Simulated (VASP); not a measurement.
# Ge (P3m1) in VASP: further runs

The runs below take Ge through single point, with PBEsol.

Program: VASP 6.6.1. These are calculated values, not measurements. Logs are shortened: lines on timing, memory, paths and dates and some standing lists are left out, and cuts for length are marked.

## (1) The cell of the first run

Symmetry: P3m1, No. 156, trigonal system. Conventional cell: a = 3.997 Å, b = 3.997 Å, c = 6.596 Å, α = 90.00°, β = 90.00°, γ = 120.00°. Ge (site symmetry 3m) has 4 Ge at 2.32 to 2.51 Å within 3.1 Å. Ge (site symmetry 3m) has 4 Ge at 2.45 to 2.47 Å within 3.2 Å. Within 3.1 Å of Ge (site symmetry 3m) lie 4 Ge at 2.32 to 2.45 Å. Within 3.3 Å of Ge (site symmetry 3m) lie 4 Ge at 2.47 to 2.51 Å.

## (2) Single point, PBEsol (atom 1 (Ge) moved +0.150 Å along Cartesian [0 0 1])

INCAR

```
SYSTEM = Ge
PREC     = Accurate       ! precision mode
ENCUT    = 520            ! plane-wave cutoff, eV
EDIFF    = 1E-6           ! SCF threshold, eV
ISMEAR   = 0              ! smearing method
SIGMA    = 0.15           ! smearing width, eV
LREAL    = .FALSE.        ! projectors in reciprocal space
LASPH    = .TRUE.         ! aspherical terms in the spheres
NELM     = 60             ! most SCF steps
ALGO     = Normal         ! electronic algorithm
ISIF     = 2              ! what is computed and relaxed
LWAVE    = .FALSE.        ! write WAVECAR
LCHARG   = .FALSE.        ! write CHGCAR
GGA      = PS             ! functional
NBANDS   = 36             ! bands
```

KPOINTS

```
Automatic mesh
0
G
  12 12 8
  0 0 0
```

POSCAR

```
Ge
1.0
    3.9969678618      0.0000000000      0.0000000000
   -1.9984839309      3.4614757064      0.0000000000
    0.0000000000      0.0000000000      6.5963651449
Ge
4
Direct
    0.6666666667      0.3333333333      0.0856516530
    0.3333333333      0.6666666667      0.5629118567
    0.6666666667      0.3333333333      0.4370881433
    0.3333333333      0.6666666667      0.9370881433
```

Potentials or basis: VASP PAW PBE potentials, release 64 (Ge_d).

Run with:

```bash
> cat potpaw_PBE.64/Ge_d/POTCAR > POTCAR
> mpirun -np 1 vasp_std > vasp.out
```

OUTCAR:

```text
SYSTEM = Ge
   PREC = Accurate
   ENCUT = 520
   EDIFF = 1E-6
   ISMEAR = 0
   LREAL = .FALSE.
   LASPH = .TRUE.
   NELM = 60
   ISIF = 2
   GGA = PS

 ion  position               nearest neighbor table
   1  0.667  0.333  0.086-   3 2.32   4 2.51   4 2.51   4 2.51
   2  0.333  0.667  0.563-   3 2.45   3 2.45   3 2.45   4 2.47
   3  0.667  0.333  0.437-   1 2.32   2 2.45   2 2.45   2 2.45
   4  0.333  0.667  0.937-   2 2.47   1 2.51   1 2.51   1 2.51

  LATTYP: Found a hexagonal cell.
 ALAT       =     3.9969678618
 C/A-ratio  =     1.6503423027

  Lattice vectors:

 A1 = (   3.9969678618,   0.0000000000,   0.0000000000)
 A2 = (  -1.9984839309,   3.4614757064,   0.0000000000)
 A3 = (   0.0000000000,   0.0000000000,   6.5963651449)

Analysis of symmetry for initial positions (statically):
=====================================================================
 Subroutine PRICEL returns:
 Original cell was already a primitive cell.

 Routine SETGRP: Setting up the symmetry group for a
 hexagonal supercell.

 Subroutine GETGRP returns: Found  6 space group operations
 (whereof  6 operations were pure point group operations)
 out of a pool of 24 trial point group operations.

The static configuration has the point symmetry C_3v.

Analysis of symmetry for dynamics (positions and initial velocities):
=====================================================================
 Subroutine PRICEL returns:
 Original cell was already a primitive cell.

 Routine SETGRP: Setting up the symmetry group for a
 hexagonal supercell.

 Subroutine GETGRP returns: Found  6 space group operations
 (whereof  6 operations were pure point group operations)
 out of a pool of 24 trial point group operations.

The dynamic configuration has the point symmetry C_3v.

 Subroutine INISYM returns: Found  6 space group operations
 (whereof  6 operations are pure point group operations),
 and found     1 'primitive' translations

----------------------------------------------------------------------------------------

                                     Primitive cell

  volume of cell :      91.2634

  direct lattice vectors                    reciprocal lattice vectors
[... 87 lines left out ...]
   LSORBIT =      F    spin-orbit coupling
   LASPH  =      T    aspherical Exc in radial PAW
   ENCUT  =  520.0 eV  38.22 Ry    6.18 a.u.   7.43  7.43 12.26*2*pi/ulx,y,z
   NELM   =     60;   NELMIN=  2; NELMDL= -5     # of ELM steps
   EDIFF  = 0.1E-05   stopping-criterion for ELM
   LREAL  =      F    real-space projection
   EDIFFG = 0.1E-04   stopping-criterion for IOM
   NSW    =      0    number of steps for IOM
   IBRION =     -1    ionic relax: 0-MD 1-quasi-New 2-CG
   NFREE  =      0    steps in history (QN), initial steepest desc. (CG)
   ISIF   =      2    stress and relaxation
   ISYM   =      2    0-nonsym 1-usesym 2-fastsym
   POTIM  = 0.5000    time-step for ionic-motion
   TEBEG  =    0.0;   TEEND  =   0.0 temperature during run
   PSTRESS=    0.0 pullay stress
   NELECT =      56.0000    total number of electrons
   NUPDOWN=      -1.0000    fix difference up-down
   EMIN   =  10.00;   EMAX   =-10.00  energy-range for DOS
   EFERMI =   0.00;   METHOD = LEGACY
   ISMEAR =     0;   SIGMA  =   0.15  broadening in eV -4-tet -1-fermi 0-gaus
   EFERMI_NEDOS =   21; number of points for ismear=-14 and -15
   IALGO  =     38    algorithm
   IMIX   =      4    mixing-type and parameters
     AMIX     =   0.40;   BMIX     =  1.00
     AMIX_MAG =   1.60;   BMIX_MAG =  1.00
  volume/ion in A,a.u.               =      22.82       153.97
  Fermi-wavevector in a.u.,A,eV,Ry     =   1.391144  2.628880 26.331090  1.935281
  Thomas-Fermi vector in A             =   2.515011
   LORBIT       =      0    0 simple, 1 ext, 2 COOP (PROOUT), +10 PAW based schemes
   GGA     = PS    functional components
   LHFCALC =     F    Hartree Fock is set to
   AEXX    =    0.0000 exact exchange contribution
   IVDW    =     0    specifies the selected vdW correction
   LEPSILON=     F    determine dielectric tensor
   LRPA    =     F    only Hartree local field effects (RPA)
 non-spin polarized calculation
 Gauss-broadening in eV      SIGMA  =   0.15
  energy-cutoff  :      520.00
  volume of cell :       91.26
 maximum number of plane-waves:      2491
 NGX is ok and might be reduce to    30
   NGX = 15   NGY = 15   NGZ = 25

 number of electron      56.0000056 magnetization

 Free energy of the ion-electron system (eV)
  ---------------------------------------------------
  ext. energy  EPLUGINS =         0.00000000
  ---------------------------------------------------
  free energy    TOTEN  =       -19.53153960 eV

  energy without entropy =      -19.52785053  energy(sigma->0) =      -19.52969506

 E-fermi :   4.9553     XC(G=0): -10.0912

 val. band max:        4.9203851083   @ k =   0.5000   0.0000   0.3750
 cond. band min:       4.9571858533   @ k =   0.0000   0.0000   0.0000
 fundamental gap:      0.0368007450
 Fermi energy:         4.9553357110

 k-point     1 :       0.0000    0.0000    0.0000
  band No.  band energies     occupation
      1     -20.1215      2.00000
      2     -20.1215      2.00000
      3     -20.1066      2.00000
      4     -20.0530      2.00000
      5     -20.0530      2.00000
      6     -20.0164      2.00000
[... 925 lines left out ...]
     35      10.4506      0.00000
     36      10.8061      0.00000

 [... further k-points ...]

------------------------ aborting loop because EDIFF is reached ----------------------------------------

  FORCE on cell =-STRESS in cart. coord.  units (eV):
  Direction    XX          YY          ZZ          XY          YZ          ZX
  --------------------------------------------------------------------------------------
  -------------------------------------------------------------------------------------
  Total       -0.7621607     -0.7621607      1.8871154      0.0000000     -0.0000000      0.0000000
  in kB      -13.3801353    -13.3801353     33.1293115      0.0000000     -0.0000000      0.0000000
  external PRESSURE =       2.1230136 kB  Pullay stress =       0.0000000 kB

 VOLUME and BASIS-vectors are now :
 -----------------------------------------------------------------------------
  energy-cutoff  :      520.00
  volume of cell :       91.26
      direct lattice vectors                 reciprocal lattice vectors
     3.996967862  0.000000000  0.000000000     0.250189652  0.144447063  0.000000000
    -1.998483931  3.461475706  0.000000000     0.000000000  0.288894126  0.000000000
     0.000000000  0.000000000  6.596365145     0.000000000  0.000000000  0.151598642

 POSITION                                       TOTAL-FORCE (eV/Angst)
 -----------------------------------------------------------------------------------
      1.99848      1.15383      0.56499        -0.000000      0.000000     -2.160279
     -0.00000      2.30765      3.71317         0.000000     -0.000000      0.183421
      1.99848      1.15383      2.88319         0.000000     -0.000000      1.232843
     -0.00000      2.30765      6.18138         0.000000     -0.000000      0.744016
 -----------------------------------------------------------------------------------
    total drift:                               -0.000000     -0.000000     -0.001538

  FREE ENERGIE OF THE ION-ELECTRON SYSTEM (eV)
  ---------------------------------------------------
  free  energy   TOTEN  =       -19.5315395974 eV

  energy  without entropy=      -19.5278505254  energy(sigma->0) =      -19.52969506
```

OSZICAR:

```text
N       E                     dE             d eps       ncg     rms          rms(c)
DAV:   1     0.495793511429E+03    0.49579E+03   -0.28200E+04 10904   0.428E+03
DAV:   2     0.669954206786E+02   -0.42880E+03   -0.41774E+03  9432   0.807E+02
DAV:   3    -0.150477562654E+02   -0.82043E+02   -0.80929E+02 10160   0.207E+02
DAV:   4    -0.197440707786E+02   -0.46963E+01   -0.46746E+01 11148   0.582E+01
DAV:   5    -0.198390496213E+02   -0.94979E-01   -0.94940E-01 10612   0.925E+00    0.460E+00
DAV:   6    -0.196266227778E+02    0.21243E+00   -0.90894E-02 13828   0.747E+00    0.263E+00
DAV:   7    -0.195280950548E+02    0.98528E-01   -0.18066E-01 10228   0.493E+00    0.245E-01
DAV:   8    -0.195307959402E+02   -0.27009E-02   -0.32465E-02 10448   0.504E+00    0.140E-01
DAV:   9    -0.195312542078E+02   -0.45827E-03   -0.32312E-03 13016   0.228E+00    0.672E-02
DAV:  10    -0.195315108900E+02   -0.25668E-03   -0.10365E-03 12512   0.534E-01    0.192E-02
DAV:  11    -0.195315300952E+02   -0.19205E-04   -0.25455E-04 11472   0.488E-01    0.841E-03
DAV:  12    -0.195315370287E+02   -0.69336E-05   -0.60863E-05 11396   0.265E-01    0.350E-03
DAV:  13    -0.195315389325E+02   -0.19038E-05   -0.14678E-05 10804   0.920E-02    0.167E-03
DAV:  14    -0.195315395974E+02   -0.66489E-06   -0.42582E-06  8588   0.578E-02
   1 F= -.19531540E+02 E0= -.19529695E+02  d E =-.368907E-02
```

Wall time 13 min (1 thread of Intel Xeon 8259CL, shared host); peak memory 0.41 GiB.

What came out:

```
Free energy            : -19.5315 eV
Pressure               : 0.2 GPa
Largest force          : 2.160 eV/Å
Band gap on the k mesh : zero (bands 28 and 29 overlap by 0.16 eV)
```

Forces in eV/Å, atoms in the order of the input:
```
Ge   0.000  0.000 -2.160
Ge   0.000  0.000  0.183
Ge   0.000  0.000  1.233
Ge   0.000  0.000  0.744
```

Caveat: the cell differs from its parent crystal (atom 1 (Ge) moved +0.150 Å along Cartesian [0 0 1]); semilocal functionals underestimate gaps, and a narrow one can read as zero; the PAW data sets were made with another functional, which shifts forces and pressure a little.

## (3) Single point, PBEsol (atom 1 (Ge) moved +0.600 Å along Cartesian [0 0 1])

INCAR

```
SYSTEM = Ge
PREC     = Accurate       ! precision mode
ENCUT    = 520            ! plane-wave cutoff, eV
EDIFF    = 1E-6           ! SCF threshold, eV
ISMEAR   = 0              ! smearing method
SIGMA    = 0.15           ! smearing width, eV
LREAL    = .False.        ! projectors in reciprocal space
LASPH    = .True.         ! aspherical terms in the spheres
NELM     = 80             ! most SCF steps
ALGO     = Normal         ! electronic algorithm
ISIF     = 2              ! what is computed and relaxed
LWAVE    = .False.        ! write WAVECAR
LCHARG   = .False.        ! write CHGCAR
GGA      = PS             ! functional
NBANDS   = 36             ! bands
```

KPOINTS

```
Automatic mesh
0
Gamma
  12 12 8
  0 0 0
```

Edit POSCAR of step 2 so:

```diff
@@ -8,3 +8,3 @@
 Direct
-    0.6666666667      0.3333333333      0.0856516530
+    0.6666666667      0.3333333333      0.1538710421
     0.3333333333      0.6666666667      0.5629118567
```

Potentials or basis: VASP PAW PBE potentials, release 64 (Ge_d).

Run with:

```bash
> cat potpaw_PBE.64/Ge_d/POTCAR > POTCAR
> mpirun -np 1 vasp_std > vasp.out
```

Wall time 12 min (1 thread of Intel Xeon 8259CL, shared host); peak memory 0.41 GiB.

It converged, with:

| Item | Value |
| --- | --- |
| Free energy | -15.9598 eV |
| Pressure | 13.1 GPa |
| Largest force | 17.151 eV/Å |
| Band gap on the k mesh | zero (bands 28 and 29 overlap by 1.38 eV) |

Forces on the atoms (eV/Å):
```
Ge    0.000   0.000 -17.151
Ge    0.000   0.000   0.729
Ge    0.000   0.000  14.140
Ge    0.000   0.000   2.283
```

Stress tensor (GPa, compression positive):
```
-3.01  0.00  0.00
 0.00 -3.01  0.00
 0.00  0.00 45.36
```

Levels at points of the mesh, in eV from the Fermi level:
```tsv
k point	band 24	band 25	band 26	band 27	band 28	band 29	band 30	band 31	band 32	band 33
(0.00, 0.00, 0.00)	-1.98	-1.98	-1.54	-0.25	0.46	1.17	1.17	1.62	1.62	4.22
(0.50, 0.00, 0.00)	-6.31	-4.82	-3.50	-3.46	-0.28	0.44	1.85	2.29	2.33	4.83
(0.00, 0.00, 0.50)	-4.83	-1.81	-1.81	0.18	0.18	0.27	2.33	2.85	2.85	3.79
(0.50, 0.00, 0.50)	-6.95	-3.32	-3.25	-2.33	-1.17	-0.51	0.42	1.69	3.39	4.49
```

Caveat: the cell differs from its parent crystal (atom 1 (Ge) moved +0.600 Å along Cartesian [0 0 1]); the stress differs along the axes, from -3 to 45 GPa; the PAW data sets were made with another functional, which shifts forces and pressure a little.

## (4) Single point, PBEsol (atom 1 (Ge) moved -0.450 Å along Cartesian [0 0 1])

INCAR

```
SYSTEM = Ge
  PREC = Accurate
  ENCUT = 520
  EDIFF = 1E-6
  ISMEAR = 0
  SIGMA = 0.15
  LREAL = .False.
  LASPH = .True.
  NELM = 60
  ALGO = Normal
  ISIF = 2
  LWAVE = .False.
  LCHARG = .False.
  GGA = PS
  NBANDS = 36
```

KPOINTS is that of step 3.

Edit POSCAR of step 3 so:

```diff
@@ -8,3 +8,3 @@
 Direct
-    0.6666666667      0.3333333333      0.1538710421
+    0.6666666667      0.3333333333     -0.0053075323
     0.3333333333      0.6666666667      0.5629118567
```

Run with:

```bash
> cat potpaw_PBE.64/Ge_d/POTCAR > POTCAR
> mpirun -np 1 vasp_std > vasp.out
```

It took 13 min on 1 thread of Intel Xeon 8259CL, shared host; peak memory 0.41 GiB.

It converged, with:

```yaml
Free_energy: -18.8913 eV
Pressure: 2.3 GPa
Largest_force: 2.622 eV/Å
Band_gap_on_the_k_mesh: zero (bands 28 and 29 overlap by 0.80 eV)
```

Forces on the atoms (eV/Å):
```
Ge   0.000  0.000  2.622
Ge   0.000  0.000 -0.599
Ge   0.000  0.000 -1.104
Ge   0.000  0.000 -0.919
```

Stress tensor (GPa, compression positive):
```
 4.62  0.00  0.00
 0.00  4.62  0.00
 0.00  0.00 -2.44
```

Levels at points of the mesh, in eV from the Fermi level:
```csv
k point,band 25,band 26,band 27,band 28,band 29,band 30,band 31,band 32
"(0.00, 0.00, 0.00)",-1.94,-1.09,-0.05,-0.05,0.15,1.13,2.31,2.42
"(0.50, 0.00, 0.00)",-4.06,-3.56,-2.19,-1.61,-0.02,1.65,3.65,4.36
"(0.00, 0.00, 0.50)",-1.79,-1.79,-0.77,-0.40,-0.40,0.89,2.87,2.87
"(0.50, 0.00, 0.50)",-3.39,-2.46,-1.98,-1.43,0.19,0.63,1.34,2.29
```

Caveat: the cell differs from its parent crystal (atom 1 (Ge) moved -0.450 Å along Cartesian [0 0 1]); the stress differs along the axes, from -2 to 5 GPa; the PAW data sets were made with another functional, which shifts forces and pressure a little.

## (5) Overview

| cell | gap on the mesh (eV) | pressure (GPa) | largest force (eV/Å) |
| --- | --- | --- | --- |
| as given, atomic positions A | none | 0.2 | 2.16 |
| as given, atomic positions B | none | 13.1 | 17.15 |
| as given, atomic positions C | none | 2.3 | 2.62 |

Alike in all rows: task single point; level PBEsol; potentials or basis VASP PAW PBE potentials, release 64 (Ge_d); no spin polarisation; k mesh 12 × 12 × 8; cutoff (eV) 520; smearing gaussian 0.15 eV.

Caveats: the PAW data sets were made with another functional, which shifts forces and pressure a little; semilocal functionals underestimate gaps, and a narrow one can read as zero (at least some runs); the stress differs along the axes, from -3 to 45 GPa (at least some runs); the stress differs along the axes, from -2 to 5 GPa (at least some runs).

Absolute energies hang on the potentials; compare differences alone.

The gap in the log of VASP goes by the Fermi energy; the results here count the filled bands.